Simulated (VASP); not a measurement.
# Mo (Im-3m) in VASP: further runs

Aim: see how the results for Mo move with the level of theory and the settings. Levels: LDA, PBE, PBEsol, RPBE. Tasks: relaxation of cell and atoms.

Program: VASP 6.6.1. These are calculated values, not measurements. Logs are shortened: lines on timing, memory, paths and dates and some standing lists are left out, and cuts for length are marked.

**1. The cell of the first run**

Symmetry: Im-3m, No. 229, cubic system. The conventional cell has a = 3.168 Å, b = 3.168 Å, c = 3.168 Å, α = 90.00°, β = 90.00°, γ = 90.00°. Mo (site symmetry m-3m) has 14 Mo at 2.74 to 3.17 Å within 3.6 Å.

**2. Relaxation of cell and atoms, LDA**

The input, INCAR:

```
PREC = Accurate
ENCUT = 600
EDIFF = 1E-6
ISMEAR = -1
SIGMA = 0.05
LREAL = F
LASPH = T
NELM = 100
ALGO = Normal
ISIF = 3
LWAVE = F
LCHARG = F
IBRION = 2
NSW = 80
EDIFFG = -0.02
```

The input, KPOINTS:

```
regular mesh
0
Gamma
  12 12 12
```

The input, POSCAR:

```
Mo
1.0
   -1.5838089719      1.5838089719      1.5838089719
    1.5838089719     -1.5838089719      1.5838089719
    1.5838089719      1.5838089719     -1.5838089719
Mo
1
Direct
    0.0000000000      0.0000000000      0.0000000000
```

Potentials or basis: VASP PAW LDA potentials, release 64 (Mo_sv).

On the command line:

```console
cat potpaw_LDA.64/Mo_sv/POTCAR > POTCAR
mpirun -np 1 vasp_std > vasp.out
```

OUTCAR:

```text
PREC = Accurate
   ENCUT = 600
   EDIFF = 1E-6
   ISMEAR = -1
   LREAL = F
   LASPH = T
   NELM = 100
   ISIF = 3
   IBRION = 2
   NSW = 80
   EDIFFG = -0.02

 ion  position               nearest neighbor table
   1  0.000  0.000  0.000-

  LATTYP: Found a body centered cubic cell.
 ALAT       =     3.1676179438

  Lattice vectors:

 A1 = (  -1.5838089719,   1.5838089719,   1.5838089719)
 A2 = (   1.5838089719,  -1.5838089719,   1.5838089719)
 A3 = (   1.5838089719,   1.5838089719,  -1.5838089719)

Analysis of symmetry for initial positions (statically):
=====================================================================
 Subroutine PRICEL returns:
 Original cell was already a primitive cell.

 Routine SETGRP: Setting up the symmetry group for a
 body centered cubic supercell.

 Subroutine GETGRP returns: Found 48 space group operations
 (whereof 48 operations were pure point group operations)
 out of a pool of 48 trial point group operations.

The static configuration has the point symmetry O_h .

Analysis of symmetry for dynamics (positions and initial velocities):
=====================================================================
 Subroutine PRICEL returns:
 Original cell was already a primitive cell.

 Routine SETGRP: Setting up the symmetry group for a
 body centered cubic supercell.

 Subroutine GETGRP returns: Found 48 space group operations
 (whereof 48 operations were pure point group operations)
 out of a pool of 48 trial point group operations.

The dynamic configuration has the point symmetry O_h .

 Subroutine INISYM returns: Found 48 space group operations
 (whereof 48 operations are pure point group operations),
 and found     1 'primitive' translations

----------------------------------------------------------------------------------------

                                     Primitive cell

  volume of cell :      15.8916

  direct lattice vectors                    reciprocal lattice vectors
    -1.583808972  1.583808972  1.583808972     0.000000000  0.315694638  0.315694638
     1.583808972 -1.583808972  1.583808972     0.315694638  0.000000000  0.315694638
     1.583808972  1.583808972 -1.583808972     0.315694638  0.315694638  0.000000000

  length of vectors
     2.743237609  2.743237609  2.743237609     0.446459639  0.446459639  0.446459639

  position of ions in fractional coordinates (direct lattice)
     0.000000000  0.000000000  0.000000000

  ion indices of the primitive-cell ions
   primitive index   ion index
                 1           1

----------------------------------------------------------------------------------------

 KPOINTS: regular mesh

Automatic generation of k-mesh.
 Grid dimensions read from file:
 generate k-points for:   12   12   12

 Generating k-lattice:

  Cartesian coordinates                     Fractional coordinates (reciprocal lattice)
     0.000000000  0.026307886  0.026307886     0.083333333  0.000000000  0.000000000
     0.026307886  0.000000000  0.026307886     0.000000000  0.083333333  0.000000000
     0.026307886  0.026307886  0.000000000     0.000000000  0.000000000  0.083333333

  Length of vectors
     0.037204970  0.037204970  0.037204970

  Shift w.r.t. Gamma in fractional coordinates (k-lattice)
     0.000000000  0.000000000  0.000000000

 Subroutine IBZKPT returns following result:
 ===========================================

 Found     72 irreducible k-points:

 Following reciprocal coordinates:
            Coordinates               Weight
  0.000000  0.000000  0.000000      1.000000
  0.083333  0.000000  0.000000     12.000000
  0.166667  0.000000  0.000000     12.000000
  0.250000  0.000000  0.000000     12.000000
  0.333333  0.000000  0.000000     12.000000
  0.416667  0.000000  0.000000     12.000000
[... 16 lines left out ...]
  0.333333  0.083333  0.083333     24.000000
  0.416667  0.083333  0.083333     12.000000
 [... further k-points ...]
   k-points           NKPTS =     72   k-points in BZ     NKDIM =     72   number of bands    NBANDS=     11
   number of dos      NEDOS =    301   number of ions     NIONS =      1
   total plane-waves  NPLWV =  13824
   dimension x,y,z NGX =    24 NGY =   24 NGZ =   24
   dimension x,y,z NGXF=    48 NGYF=   48 NGZF=   48
   ions per type =               1
   NGX,Y,Z   is equivalent  to a cutoff of  14.54, 14.54, 14.54 a.u.
   NGXF,Y,Z  is equivalent  to a cutoff of  29.09, 29.09, 29.09 a.u.
 SYSTEM =  unknown system
   PREC   = accura    normal or accurate (medium, high low for compatibility)
   ISTART =      0    job   : 0-new  1-cont  2-samecut
   ICHARG =      2    charge: 1-file 2-atom 10-const
   ISPIN  =      1    spin polarized calculation?
   LNONCOLLINEAR =      F non collinear calculations
   LSORBIT =      F    spin-orbit coupling
   LASPH  =      T    aspherical Exc in radial PAW
   ENCUT  =  600.0 eV  44.10 Ry    6.64 a.u.   5.48  5.48  5.48*2*pi/ulx,y,z
   NELM   =    100;   NELMIN=  2; NELMDL= -5     # of ELM steps
   EDIFF  = 0.1E-05   stopping-criterion for ELM
   LREAL  =      F    real-space projection
   EDIFFG = -.2E-01   stopping-criterion for IOM
   NSW    =     80    number of steps for IOM
   IBRION =      2    ionic relax: 0-MD 1-quasi-New 2-CG
   NFREE  =      1    steps in history (QN), initial steepest desc. (CG)
   ISIF   =      3    stress and relaxation
   ISYM   =      2    0-nonsym 1-usesym 2-fastsym
   POTIM  = 0.5000    time-step for ionic-motion
   TEBEG  =    0.0;   TEEND  =   0.0 temperature during run
   PSTRESS=    0.0 pullay stress
   NELECT =      14.0000    total number of electrons
   NUPDOWN=      -1.0000    fix difference up-down
   EMIN   =  10.00;   EMAX   =-10.00  energy-range for DOS
   EFERMI =   0.00;   METHOD = LEGACY
   ISMEAR =    -1;   SIGMA  =   0.05  broadening in eV -4-tet -1-fermi 0-gaus
   EFERMI_NEDOS =   21; number of points for ismear=-14 and -15
   IALGO  =     38    algorithm
   IMIX   =      4    mixing-type and parameters
     AMIX     =   0.40;   BMIX     =  1.00
     AMIX_MAG =   1.60;   BMIX_MAG =  1.00
  volume/ion in A,a.u.               =      15.89       107.24
  Fermi-wavevector in a.u.,A,eV,Ry     =   1.569380  2.965698 33.510508  2.462953
  Thomas-Fermi vector in A             =   2.671271
   LORBIT       =      0    0 simple, 1 ext, 2 COOP (PROOUT), +10 PAW based schemes
   GGA     = CA    functional components
   LHFCALC =     F    Hartree Fock is set to
   AEXX    =    0.0000 exact exchange contribution
   IVDW    =     0    specifies the selected vdW correction
   LEPSILON=     F    determine dielectric tensor
   LRPA    =     F    only Hartree local field effects (RPA)
 conjugate gradient relaxation of ions
 non-spin polarized calculation
  energy-cutoff  :      600.00
  volume of cell :       15.89
 maximum number of plane-waves:       555
 NGX is ok and might be reduce to    24
   NGX = 11   NGY = 11   NGZ = 11

--------------------------------------- Ionic step        1  -------------------------------------------

 number of electron      14.0000002 magnetization

 Free energy of the ion-electron system (eV)
  ---------------------------------------------------
  ext. energy  EPLUGINS =         0.00000000
  ---------------------------------------------------
  free energy    TOTEN  =       -12.11427942 eV

  energy without entropy =      -12.11183232  energy(sigma->0) =      -12.11305587

------------------------ aborting loop because EDIFF is reached ----------------------------------------

  FORCE on cell =-STRESS in cart. coord.  units (eV):
  Direction    XX          YY          ZZ          XY          YZ          ZX
  --------------------------------------------------------------------------------------
  -------------------------------------------------------------------------------------
  Total       -1.3105708     -1.3105708     -1.3105708     -0.0000000      0.0000000      0.0000000
  in kB     -132.1303745   -132.1303745   -132.1303745     -0.0000000      0.0000000      0.0000000
  external PRESSURE =    -132.1303745 kB  Pullay stress =       0.0000000 kB
[... 90 lines left out ...]
  energy  without entropy=      -12.1452538660  energy(sigma->0) =      -12.14630634

--------------------------------------- Ionic step        4  -------------------------------------------

 number of electron      13.9999999 magnetization

 Free energy of the ion-electron system (eV)
  ---------------------------------------------------
  ext. energy  EPLUGINS =         0.00000000
  ---------------------------------------------------
  free energy    TOTEN  =       -12.14750454 eV

  energy without entropy =      -12.14541861  energy(sigma->0) =      -12.14646158

 E-fermi :  12.9441     XC(G=0): -13.7875

 val. band max:       12.8384780894   @ k =  -0.1667   0.2500   0.0833
 cond. band min:      12.9974901158   @ k =   0.5000   0.5000   0.0833
 fundamental gap:      0.1590120265
 Fermi energy:        12.9440890110

 k-point     1 :       0.0000    0.0000    0.0000
  band No.  band energies     occupation
      1     -47.9445      2.00000
      2     -21.3045      2.00000
      3     -21.3045      2.00000
      4     -21.3045      2.00000
      5       5.6723      2.00000
      6      11.5620      2.00000
      7      11.5620      2.00000
      8      11.5620      2.00000
      9      14.6851      0.00000
     10      14.6851      0.00000
     11      27.8747      0.00000
[... 309 lines left out ...]
 k-point    24 :       0.4167    0.0833    0.0833
  band No.  band energies     occupation
      1     -47.6286      2.00000
      2     -22.7773      2.00000
      3     -21.8805      2.00000
      4     -21.4256      2.00000
      5       8.0749      2.00000
      6       9.4352      2.00000
      7      13.4450      0.00009
      8      14.9127      0.00000
      9      15.4234      0.00000
     10      19.6935      0.00000
     11      24.4913      0.00000

 [... further k-points ...]
[... 5 lines left out ...]
  --------------------------------------------------------------------------------------
  -------------------------------------------------------------------------------------
  Total       -0.0157443     -0.0157443     -0.0157443      0.0000000      0.0000000      0.0000000
  in kB       -1.6673807     -1.6673807     -1.6673807      0.0000000      0.0000000      0.0000000
  external PRESSURE =      -1.6673807 kB  Pullay stress =       0.0000000 kB
[... 16 lines left out ...]
  FREE ENERGIE OF THE ION-ELECTRON SYSTEM (eV)
  ---------------------------------------------------
  free  energy   TOTEN  =       -12.1475045412 eV

  energy  without entropy=      -12.1454186096  energy(sigma->0) =      -12.14646158

 reached required accuracy - stopping structural energy minimisation
```

It took 49 s on 1 thread of AMD EPYC 7R43 (Zen 3), shared host; peak memory 0.11 GiB.

Results:

```
Free energy                            : -12.1475 eV
Relaxed volume                         : 15.13 Å³/atom
Relaxed cell                           : a = 2.699 Å, b = 2.699 Å, c = 2.699 Å, α = 109.47°, β = 109.47°, γ = 109.47°
Space group after relaxing (to 0.05 Å) : Im-3m (No. 229)
Energy gained by relaxing              : 33.2 meV/atom
Ionic steps                            : 4
Pressure after relaxing                : -0.2 GPa
Band gap on the k mesh                 : zero (band 7 reaches 17.20 eV, above the bottom of band 8 at 11.56 eV)
```

Step by step:
```
step  energy change (eV)  largest force (eV/Å)  pressure (GPa)  volume (Å³)
   1              0.0000                0.0000          -13.21        15.89
   2              0.2975                0.0000           58.09        13.06
   3             -0.0331                0.0000           -0.96        15.17
   4             -0.0332                0.0000           -0.17        15.13
```

Final structure:
```cif
data_structure
_symmetry_space_group_name_H-M 'P 1'
_symmetry_Int_Tables_number 1
_cell_length_a 2.6986
_cell_length_b 2.6986
_cell_length_c 2.6986
_cell_angle_alpha 109.471
_cell_angle_beta 109.471
_cell_angle_gamma 109.471
_cell_volume 15.13
loop_
_atom_site_label
_atom_site_type_symbol
_atom_site_fract_x
_atom_site_fract_y
_atom_site_fract_z
_atom_site_occupancy
Mo1 Mo 0.00000 0.00000 0.00000 1
```

Levels at points of the mesh, in eV from the Fermi level:
```
           k point  band 5  band 6  band 7  band 8  band 9  band 10
(0.00, 0.00, 0.00)   -7.27   -1.38   -1.38   -1.38    1.74     1.74
(0.50, 0.00, 0.00)   -5.48   -3.52    1.80    1.87    2.45     5.07
(0.50, 0.50, 0.50)   -5.66   -5.66    4.26    4.26    4.26     9.37
```

**3. Relaxation of cell and atoms, PBE**

The input, INCAR:

```
PREC     = Accurate       # precision mode
ENCUT    = 600            # plane-wave cutoff, eV
EDIFF    = 1E-6           # SCF threshold, eV
ISMEAR   = -1             # smearing method
SIGMA    = 0.05           # smearing width, eV
LREAL    = False          # projectors in reciprocal space
LASPH    = True           # aspherical terms in the spheres
NELM     = 60             # most SCF steps
ALGO     = Normal         # electronic algorithm
ISIF     = 3              # what is computed and relaxed
LWAVE    = False          # write WAVECAR
LCHARG   = False          # write CHGCAR
GGA      = PE             # functional
IBRION   = 2              # ionic algorithm
NSW      = 80             # ionic steps
EDIFFG   = -0.02          # ionic threshold
```

The input, KPOINTS:

```
Automatic mesh
0
Gamma
  12 12 12
```

POSCAR is that of step 2.

Potentials or basis: VASP PAW PBE potentials, release 64 (Mo_sv).

On the command line:

```console
cat potpaw_PBE.64/Mo_sv/POTCAR > POTCAR
mpirun -np 1 vasp_std > vasp.out
```

It took 37 s on 1 thread of AMD EPYC 7R43 (Zen 3), shared host; peak memory 0.12 GiB.

Results (log left out):

| Property | Result |
| --- | --- |
| Free energy | -10.9517 eV |
| Relaxed volume | 15.80 Å³/atom |
| Relaxed cell | a = 2.738 Å, b = 2.738 Å, c = 2.738 Å, α = 109.47°, β = 109.47°, γ = 109.47° |
| Space group after relaxing (to 0.05 Å) | Im-3m (No. 229) |
| Energy gained by relaxing | 0.4 meV/atom |
| Ionic steps | 3 |
| Pressure after relaxing | 0.0 GPa |
| Band gap on the k mesh | zero (band 7 reaches 16.34 eV, above the bottom of band 8 at 11.08 eV) |

The path:
| step | energy change (eV) | largest force (eV/Å) | pressure (GPa) | volume (Å³) |
| --- | --- | --- | --- | --- |
| 1 | 0.0000 | 0.0000 | -1.45 | 15.89 |
| 2 | 0.0026 | 0.0000 | 4.16 | 15.56 |
| 3 | -0.0004 | 0.0000 | 0.00 | 15.80 |

Final structure:
```
Mo
1.0
    -1.58084    1.58084    1.58084
     1.58084   -1.58084    1.58084
     1.58084    1.58084   -1.58084
Mo
1
Cartesian
  0.0000 0.0000 0.0000
```

Levels at points of the mesh, in eV from the Fermi level:
```tsv
k point	band 5	band 6	band 7	band 8	band 9	band 10
(0.00, 0.00, 0.00)	-7.15	-1.30	-1.30	-1.30	1.69	1.69
(0.50, 0.00, 0.00)	-5.21	-3.30	1.63	1.71	2.33	4.71
(0.50, 0.50, 0.50)	-5.31	-5.31	3.97	3.97	3.97	9.03
```

**4. Relaxation of cell and atoms, PBEsol**

The input, INCAR:

```
SYSTEM = Mo
PREC     = Accurate       ! precision mode
ENCUT    = 600            ! plane-wave cutoff, eV
EDIFF    = 1E-6           ! SCF threshold, eV
ISMEAR   = -1             ! smearing method
SIGMA    = 0.05           ! smearing width, eV
LREAL    = .FALSE.        ! projectors in reciprocal space
LASPH    = .TRUE.         ! aspherical terms in the spheres
NELM     = 60             ! most SCF steps
ALGO     = Normal         ! electronic algorithm
ISIF     = 3              ! what is computed and relaxed
LWAVE    = .FALSE.        ! write WAVECAR
LCHARG   = .FALSE.        ! write CHGCAR
GGA      = PS             ! functional
IBRION   = 2              ! ionic algorithm
NSW      = 80             ! ionic steps
EDIFFG   = -0.02          ! ionic threshold
```

The input, KPOINTS:

```
Automatic mesh
0
G
  12 12 12
  0 0 0
```

POSCAR is that of step 3.

On the command line:

```console
cat potpaw_PBE.64/Mo_sv/POTCAR > POTCAR
mpirun -np 1 vasp_std > vasp.out
```

It took 52 s on 1 thread of AMD EPYC 7R43 (Zen 3), shared host; peak memory 0.12 GiB.

It converged, with:

```
Free energy                            : -11.7953 eV
Relaxed volume                         : 15.35 Å³/atom
Relaxed cell                           : a = 2.712 Å, b = 2.712 Å, c = 2.712 Å, α = 109.47°, β = 109.47°, γ = 109.47°
Space group after relaxing (to 0.05 Å) : Im-3m (No. 229)
Energy gained by relaxing              : 16.3 meV/atom
Ionic steps                            : 4
Pressure after relaxing                : -0.1 GPa
Band gap on the k mesh                 : zero (band 7 reaches 16.88 eV, above the bottom of band 8 at 11.36 eV)
```

The path:
| step | energy change (eV) | largest force (eV/Å) | pressure (GPa) | volume (Å³) |
| --- | --- | --- | --- | --- |
| 1 | 0.0000 | 0.0000 | -9.23 | 15.89 |
| 2 | 0.1322 | 0.0000 | 35.36 | 13.88 |
| 3 | -0.0163 | 0.0000 | -0.39 | 15.37 |
| 4 | -0.0163 | 0.0000 | -0.07 | 15.35 |

Final structure:
```
Mo
1.0
    -1.56554    1.56554    1.56554
     1.56554   -1.56554    1.56554
     1.56554    1.56554   -1.56554
Mo
1
Direct
  0.00000 0.00000 0.00000
```

Levels at points of the mesh, in eV from the Fermi level:
```tsv
k point	band 4	band 5	band 6	band 7	band 8	band 9	band 10	band 11
(0.00, 0.00, 0.00)	-34.38	-7.28	-1.34	-1.34	-1.34	1.74	1.74	14.90
(0.50, 0.00, 0.00)	-34.39	-5.40	-3.44	1.74	1.79	2.43	4.97	12.03
(0.50, 0.50, 0.50)	-35.41	-5.55	-5.55	4.18	4.18	4.18	9.23	9.23
```

Caveat: the PAW data sets were made with another functional, which shifts forces and pressure a little.

**5. Relaxation of cell and atoms, RPBE**

The input, INCAR:

```
ALGO = Normal ; EDIFF = 1E-6
EDIFFG = -0.02 ; ENCUT = 600
GGA = RP ; IBRION = 2
ISIF = 3 ; ISMEAR = -1
LASPH = True ; LCHARG = False
LREAL = False ; LWAVE = False
NELM = 60 ; NSW = 80
PREC = Accurate ; SIGMA = 0.05
```

The input, KPOINTS:

```
k-points
0
Gamma
  12 12 12
```

POSCAR is that of step 4.

On the command line:

```console
cat potpaw_PBE.64/Mo_sv/POTCAR > POTCAR
mpirun -np 1 vasp_std > vasp.out
```

Wall time 41 s (1 thread of AMD EPYC 7R43 (Zen 3), shared host); peak memory 0.13 GiB.

The run converged. Its results:

| Quantity | Value |
| --- | --- |
| Free energy | -10.3773 eV |
| Relaxed volume | 16.01 Å³/atom |
| Relaxed cell | a = 2.750 Å, b = 2.750 Å, c = 2.750 Å, α = 109.47°, β = 109.47°, γ = 109.47° |
| Space group after relaxing (to 0.05 Å) | Im-3m (No. 229) |
| Energy gained by relaxing | 0.7 meV/atom |
| Ionic steps | 3 |
| Pressure after relaxing | 0.0 GPa |
| Band gap on the k mesh | zero (band 7 reaches 16.11 eV, above the bottom of band 8 at 10.96 eV) |

The path:
| step | energy change (eV) | largest force (eV/Å) | pressure (GPa) | volume (Å³) |
| --- | --- | --- | --- | --- |
| 1 | 0.0000 | 0.0000 | 1.96 | 15.89 |
| 2 | 0.0044 | 0.0000 | -4.91 | 16.34 |
| 3 | -0.0007 | 0.0000 | 0.00 | 16.01 |

Final structure:
```yaml
crystal:
  lattice:
    - [-1.58786, 1.58786, 1.58786]
    - [1.58786, -1.58786, 1.58786]
    - [1.58786, 1.58786, -1.58786]
  atoms:
    - { symbol: Mo, position: [0.00000, 0.00000, 0.00000] }
```

Levels at points of the mesh, in eV from the Fermi level:
```tsv
k point	band 3	band 4	band 5	band 6	band 7	band 8	band 9	band 10	band 11
(0.00, 0.00, 0.00)	-34.57	-34.57	-7.10	-1.28	-1.28	-1.28	1.67	1.67	14.83
(0.50, 0.00, 0.00)	-34.99	-34.58	-5.13	-3.25	1.58	1.68	2.29	4.60	11.33
(0.50, 0.50, 0.50)	-35.47	-35.47	-5.21	-5.21	3.87	3.87	3.87	8.93	8.93
```

Caveat: the PAW data sets were made with another functional, which shifts forces and pressure a little.

**6. Summary**

| level | potentials or basis | gap on the mesh (eV) | pressure (GPa) | relaxed volume (Å³/atom) |
| --- | --- | --- | --- | --- |
| LDA | VASP PAW LDA potentials, release 64 (Mo_sv) | none | -0.2 | 15.13 |
| PBE | VASP PAW PBE potentials, release 64 (Mo_sv) | none | 0.0 | 15.80 |
| PBEsol | VASP PAW PBE potentials, release 64 (Mo_sv) | none | -0.1 | 15.35 |
| RPBE | VASP PAW PBE potentials, release 64 (Mo_sv) | none | 0.0 | 16.01 |

Alike in all rows: task relaxation of cell and atoms; no spin polarisation; cell relaxed; k mesh 12 × 12 × 12; cutoff (eV) 600; smearing fermi-dirac 0.05 eV.

Caveats: the PAW data sets were made with another functional, which shifts forces and pressure a little (some runs).

Absolute energies hang on the potentials; compare differences alone.
